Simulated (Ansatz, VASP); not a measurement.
## CuAs in VASP and in Ansatz

```
CELL_PARAMETERS angstrom
3.82775 0.00000 0.00000
-1.91387 3.31493 0.00000
0.00000 0.00000 4.35789
ATOMIC_POSITIONS crystal
Cu 0.00000 0.00000 0.50000
Cu 0.00000 0.00000 0.00000
As 0.66667 0.33333 0.75000
As 0.33333 0.66667 0.25000
```

Alike in both runs: task single point; functional LDA; k mesh 15 × 15 × 10; occupations gaussian, width 0.15 eV; no spin polarisation.

```csv
,VASP,Ansatz
version,VASP 6.6.1,Ansatz 0.2.0
potentials or method,"VASP PAW LDA potentials, release 64 (Cu, As), cutoff 520 eV","scalar-relativistic, plane waves, PAW"
valence electrons in the cell,32,68
```

VASP gave:

| Item | Value |
| --- | --- |
| gap on the k mesh at the Fermi level (eV) | none |
| pressure (GPa) | 15.7 |
| traceless stress, the component that is largest in VASP (GPa) | 17.12 |

Problem. Which values does Ansatz return?

Solution. gap on the k mesh at the Fermi level (eV): none; pressure (GPa): 15.1; traceless stress, the component that is largest in VASP (GPa): 17.16.

LDA's correlation is that of Perdew and Zunger in VASP and of Perdew and Wang (1992) in Ansatz. A gap of «none» marks a metal or a gap that the smearing closes. VASP's potentials hold 32 valence electrons a cell and Ansatz's 68, so a difference there can come from the potentials and not from the codes.
